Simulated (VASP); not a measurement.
# GaPtC2N2 (P-1) in VASP: single point with PBE

Aim: the single point of GaPtC2N2 with PBE.

All numbers are computed with VASP 6.6.1; they aren't measurements. Logs are shortened: lines on timing, memory, paths and dates and some standing lists are left out, and cuts for length are marked.

## (1) The cell of the first run

The typed cell holds 6 atoms: a = 2.976 Å, b = 2.976 Å, c = 10.665 Å, α = 97.57°, β = 97.77°, γ = 120.07°.

## (2) Single point, PBE

File INCAR:

```
SYSTEM = GaPtC2N2
PREC = Accurate
ENCUT = 520
EDIFF = 1E-6
ISMEAR = 0
SIGMA = 0.1
LREAL = .FALSE.
LASPH = .TRUE.
NELM = 100
ALGO = Normal
ISIF = 2
LWAVE = .FALSE.
LCHARG = .FALSE.
GGA = PE
NBANDS = 30
```

File KPOINTS:

```
regular mesh
0
G
  6 6 2
  0 0 0
```

File POSCAR:

```
GaPtC2N2
1.0
    2.9734763147     -0.0497364687     -0.1218557870
   -1.4576621993      2.5853595210     -0.2116060178
   -1.0336881474     -1.3382654715     10.5299974520
Ga Pt C N
1 1 2 2
Direct
    0.5000000000      0.5000000000      0.5000000000
    0.0000000000      0.0000000000      0.0000000000
    0.8081291955      0.8078671560      0.8092869390
    0.1918708045      0.1921328440      0.1907130610
    0.6926614085      0.6919215859      0.6958421371
    0.3073385915      0.3080784141      0.3041578629
```

Potentials or basis: VASP PAW PBE potentials, release 64 (Ga_d, Pt, C, N).

Started as:

```bash
$ cat potpaw_PBE.64/Ga_d/POTCAR potpaw_PBE.64/Pt/POTCAR potpaw_PBE.64/C/POTCAR potpaw_PBE.64/N/POTCAR > POTCAR
$ mpirun -np 1 vasp_std > vasp.out
```

OUTCAR:

```text
SYSTEM = GaPtC2N2
   PREC = Accurate
   ENCUT = 520
   EDIFF = 1E-6
   ISMEAR = 0
   LREAL = .FALSE.
   LASPH = .TRUE.
   NELM = 100
   ISIF = 2
   GGA = PE

 ion  position               nearest neighbor table
   1  0.500  0.500  0.500-   5 2.01   6 2.01
   2  0.000  0.000  0.000-   3 1.96   4 1.96
   3  0.808  0.808  0.809-   5 1.17   2 1.96
   4  0.192  0.192  0.191-   6 1.17   2 1.96
   5  0.693  0.692  0.696-   3 1.17   1 2.01
   6  0.307  0.308  0.304-   4 1.17   1 2.01

  LATTYP: Found a triclinic cell.
 ALAT       =     2.9729233880
 B/A-ratio  =     1.0011652995
 C/A-ratio  =     3.4571731021
 COS(alpha) =     0.0042996544
 COS(beta)  =     0.0120013207
 COS(gamma) =     0.4997143416

  Lattice vectors:

 A1 = (  -1.5158141154,  -2.5356230523,   0.3334618048)
 A2 = (  -2.9734763147,   0.0497364687,   0.1218557870)
 A3 = (  -0.4821259680,  -1.1973575808, -10.1965356472)

Analysis of symmetry for initial positions (statically):
=====================================================================
 Subroutine PRICEL returns:
 Original cell was already a primitive cell.

 Routine SETGRP: Setting up the symmetry group for a
 triclinic supercell.

 Subroutine GETGRP returns: Found  2 space group operations
 (whereof  2 operations were pure point group operations)
 out of a pool of  2 trial point group operations.

The static configuration has the point symmetry S_2 .

Analysis of symmetry for dynamics (positions and initial velocities):
=====================================================================
 Subroutine PRICEL returns:
 Original cell was already a primitive cell.

 Routine SETGRP: Setting up the symmetry group for a
 triclinic supercell.

 Subroutine GETGRP returns: Found  2 space group operations
 (whereof  2 operations were pure point group operations)
 out of a pool of  2 trial point group operations.

The dynamic configuration has the point symmetry S_2 .

 Subroutine INISYM returns: Found  2 space group operations
 (whereof  2 operations are pure point group operations),
 and found     1 'primitive' translations

----------------------------------------------------------------------------------------

                                     Primitive cell

  volume of cell :      78.7697

  direct lattice vectors                    reciprocal lattice vectors
     2.973476315 -0.049736469 -0.121855787     0.342017810  0.197638326  0.058692541
    -1.457662199  2.585359521 -0.211606018     0.008719091  0.395897569  0.051170845
    -1.033688147 -1.338265471 10.529997452     0.004133131  0.010242897  0.096674295

  length of vectors
     2.976387734  2.975506687 10.664910314     0.399351856  0.399286066  0.097303233

  position of ions in fractional coordinates (direct lattice)
     0.500000000  0.500000000  0.500000000
     0.000000000  0.000000000  0.000000000
     0.808129196  0.807867156  0.809286939
     0.191870804  0.192132844  0.190713061
     0.692661409  0.691921586  0.695842137
     0.307338591  0.308078414  0.304157863

  ion indices of the primitive-cell ions
   primitive index   ion index
                 1           1
                 2           2
                 3           3
                 4           4
                 5           5
                 6           6

----------------------------------------------------------------------------------------

 KPOINTS: regular mesh

Automatic generation of k-mesh.
 Grid dimensions read from file:
 generate k-points for:    6    6    2

 Generating k-lattice:

  Cartesian coordinates                     Fractional coordinates (reciprocal lattice)
     0.057002968  0.032939721  0.009782090     0.166666667 -0.000000000 -0.000000000
     0.001453182  0.065982928  0.008528474     0.000000000  0.166666667  0.000000000
     0.002066566  0.005121449  0.048337148     0.000000000  0.000000000  0.500000000

  Length of vectors
     0.066558643  0.066547678  0.048651616

  Shift w.r.t. Gamma in fractional coordinates (k-lattice)
     0.000000000  0.000000000  0.000000000

 Subroutine IBZKPT returns following result:
 ===========================================

 Found     40 irreducible k-points:

 Following reciprocal coordinates:
            Coordinates               Weight
  0.000000  0.000000  0.000000      1.000000
  0.166667  0.000000  0.000000      2.000000
  0.333333  0.000000  0.000000      2.000000
  0.500000  0.000000  0.000000      1.000000
 -0.000000  0.166667  0.000000      2.000000
  0.166667  0.166667 -0.000000      2.000000
[... 16 lines left out ...]
  0.333333  0.000000  0.500000      2.000000
  0.500000  0.000000  0.500000      1.000000
 [... further k-points ...]
   k-points           NKPTS =     40   k-points in BZ     NKDIM =     40   number of bands    NBANDS=     30
   number of dos      NEDOS =    301   number of ions     NIONS =      6
   total plane-waves  NPLWV =  46080
   dimension x,y,z NGX =    24 NGY =   24 NGZ =   80
   dimension x,y,z NGXF=    48 NGYF=   48 NGZF=  160
   ions per type =               1   1   2   2
   NGX,Y,Z   is equivalent  to a cutoff of  13.41, 13.41, 12.47 a.u.
   NGXF,Y,Z  is equivalent  to a cutoff of  26.81, 26.82, 24.94 a.u.
 SYSTEM =  GaPtC2N2
   PREC   = accura    normal or accurate (medium, high low for compatibility)
   ISTART =      0    job   : 0-new  1-cont  2-samecut
   ICHARG =      2    charge: 1-file 2-atom 10-const
   ISPIN  =      1    spin polarized calculation?
   LNONCOLLINEAR =      F non collinear calculations
   LSORBIT =      F    spin-orbit coupling
   LASPH  =      T    aspherical Exc in radial PAW
   ENCUT  =  520.0 eV  38.22 Ry    6.18 a.u.   5.53  5.53 19.83*2*pi/ulx,y,z
   NELM   =    100;   NELMIN=  2; NELMDL= -5     # of ELM steps
   EDIFF  = 0.1E-05   stopping-criterion for ELM
   LREAL  =      F    real-space projection
   EDIFFG = 0.1E-04   stopping-criterion for IOM
   NSW    =      0    number of steps for IOM
   IBRION =     -1    ionic relax: 0-MD 1-quasi-New 2-CG
   NFREE  =      0    steps in history (QN), initial steepest desc. (CG)
   ISIF   =      2    stress and relaxation
   ISYM   =      2    0-nonsym 1-usesym 2-fastsym
   POTIM  = 0.5000    time-step for ionic-motion
   TEBEG  =    0.0;   TEEND  =   0.0 temperature during run
   PSTRESS=    0.0 pullay stress
   NELECT =      41.0000    total number of electrons
   NUPDOWN=      -1.0000    fix difference up-down
   EMIN   =  10.00;   EMAX   =-10.00  energy-range for DOS
   EFERMI =   0.00;   METHOD = LEGACY
   ISMEAR =     0;   SIGMA  =   0.10  broadening in eV -4-tet -1-fermi 0-gaus
   EFERMI_NEDOS =   21; number of points for ismear=-14 and -15
   IALGO  =     38    algorithm
   IMIX   =      4    mixing-type and parameters
     AMIX     =   0.40;   BMIX     =  1.00
     AMIX_MAG =   1.60;   BMIX_MAG =  1.00
  volume/ion in A,a.u.               =      13.13        88.59
  Fermi-wavevector in a.u.,A,eV,Ry     =   1.316891  2.488562 23.595235  1.734201
  Thomas-Fermi vector in A             =   2.446971
   LORBIT       =      0    0 simple, 1 ext, 2 COOP (PROOUT), +10 PAW based schemes
   GGA     = PE    functional components
   LHFCALC =     F    Hartree Fock is set to
   AEXX    =    0.0000 exact exchange contribution
   IVDW    =     0    specifies the selected vdW correction
   LEPSILON=     F    determine dielectric tensor
   LRPA    =     F    only Hartree local field effects (RPA)
 non-spin polarized calculation
 Gauss-broadening in eV      SIGMA  =   0.10
  energy-cutoff  :      520.00
  volume of cell :       78.77
 maximum number of plane-waves:      2164
 NGX is ok and might be reduce to    24
   NGX = 11   NGY = 11   NGZ = 39

 number of electron      41.0000006 magnetization

 Free energy of the ion-electron system (eV)
  ---------------------------------------------------
  ext. energy  EPLUGINS =         0.00000000
  ---------------------------------------------------
  free energy    TOTEN  =       -41.98563807 eV

  energy without entropy =      -41.98101514  energy(sigma->0) =      -41.98332660

 E-fermi :   4.3793     XC(G=0): -10.6801

 val. band max:        3.7017943018   @ k =  -0.0000   0.5000   0.5000
 cond. band min:       4.4039755962   @ k =   0.5000   0.5000   0.5000
 fundamental gap:      0.7021812945
 Fermi energy:         4.3792662180

 k-point     1 :       0.0000    0.0000    0.0000
  band No.  band energies     occupation
      1     -14.3102      2.00000
      2     -14.2106      2.00000
      3     -10.7463      2.00000
      4     -10.6572      2.00000
      5     -10.6556      2.00000
      6     -10.4617      2.00000
[... 22 lines left out ...]
     29      14.5681      0.00000
     30      14.7880      0.00000

 k-point     2 :       0.1667    0.0000    0.0000
  band No.  band energies     occupation
      1     -14.1380      2.00000
      2     -14.0509      2.00000
      3     -10.7204      2.00000
      4     -10.6627      2.00000
      5     -10.6070      2.00000
      6     -10.4946      2.00000
[... 22 lines left out ...]
     29      14.7728      0.00000
     30      15.0115      0.00000

 k-point     3 :       0.3333    0.0000    0.0000
  band No.  band energies     occupation
      1     -13.7693      2.00000
      2     -13.7039      2.00000
      3     -10.7417      2.00000
      4     -10.6093      2.00000
      5     -10.5607      2.00000
      6     -10.5062      2.00000
[... 22 lines left out ...]
     29      13.4901      0.00000
     30      14.7701      0.00000

 k-point     4 :       0.5000    0.0000    0.0000
  band No.  band energies     occupation
      1     -13.5705      2.00000
      2     -13.5138      2.00000
      3     -10.7640      2.00000
      4     -10.5937      2.00000
      5     -10.5734      2.00000
      6     -10.4896      2.00000
[... 616 lines left out ...]
     29      14.7979      0.00000
     30      15.0648      0.00000

 k-point    23 :       0.3333    0.0000    0.5000
  band No.  band energies     occupation
      1     -13.7781      2.00000
      2     -13.6943      2.00000
      3     -10.7420      2.00000
      4     -10.6106      2.00000
      5     -10.5607      2.00000
      6     -10.5062      2.00000
[... 22 lines left out ...]
     29      13.3716      0.00000
     30      14.8698      0.00000

 k-point    24 :       0.5000    0.0000    0.5000
  band No.  band energies     occupation
      1     -13.5871      2.00000
      2     -13.4958      2.00000
      3     -10.7643      2.00000
      4     -10.5938      2.00000
      5     -10.5761      2.00000
      6     -10.4896      2.00000
[... 22 lines left out ...]
     29      13.6410      0.00000
     30      14.3048      0.00000

 [... further k-points ...]

------------------------ aborting loop because EDIFF is reached ----------------------------------------

  FORCE on cell =-STRESS in cart. coord.  units (eV):
  Direction    XX          YY          ZZ          XY          YZ          ZX
  --------------------------------------------------------------------------------------
  -------------------------------------------------------------------------------------
  Total       -0.2381603     -0.2079200      0.9466278      0.0188500      0.0267067      0.0097044
  in kB       -4.8441848     -4.2290969     19.2544257      0.3834086      0.5432157      0.1973884
  external PRESSURE =       3.3937147 kB  Pullay stress =       0.0000000 kB

 VOLUME and BASIS-vectors are now :
 -----------------------------------------------------------------------------
  energy-cutoff  :      520.00
  volume of cell :       78.77
      direct lattice vectors                 reciprocal lattice vectors
     2.973476315 -0.049736469 -0.121855787     0.342017810  0.197638326  0.058692541
    -1.457662199  2.585359521 -0.211606018     0.008719091  0.395897569  0.051170845
    -1.033688147 -1.338265471 10.529997452     0.004133131  0.010242897  0.096674295

 POSITION                                       TOTAL-FORCE (eV/Angst)
 -----------------------------------------------------------------------------------
      0.24106      0.59868      5.09827         0.000000     -0.000000     -0.000000
      0.00000      0.00000      0.00000         0.000000     -0.000000      0.000000
      0.38881      0.96539      8.25236         0.019019      0.047197      0.388749
      0.09332      0.23196      1.94417        -0.019019     -0.047197     -0.388749
      0.33174      0.82319      7.09640        -0.018203     -0.044746     -0.360066
      0.15039      0.37416      3.10014         0.018203      0.044746      0.360066
 -----------------------------------------------------------------------------------
    total drift:                                0.000000      0.000000     -0.000000

  FREE ENERGIE OF THE ION-ELECTRON SYSTEM (eV)
  ---------------------------------------------------
  free  energy   TOTEN  =       -41.9856380691 eV

  energy  without entropy=      -41.9810151353  energy(sigma->0) =      -41.98332660
```

Wall time 36 s (1 thread of Intel Xeon 6975P-C (Granite Rapids), shared host); peak memory 0.26 GiB.

Results:

| Item | Value |
| --- | --- |
| Free energy | -41.9856 eV |
| Pressure | 0.3 GPa |
| Largest force | 0.392 eV/Å |

Forces in eV/Å, atoms in the order of the input:
```
Ga   0.000  0.000  0.000
Pt   0.000  0.000  0.000
C    0.019  0.047  0.389
C   -0.019 -0.047 -0.389
N   -0.018 -0.045 -0.360
N    0.018  0.045  0.360
```

Caveat: the k points lie up to 0.42 Å⁻¹ apart; spin-orbit coupling is left out, which moves the levels of the heavy elements.
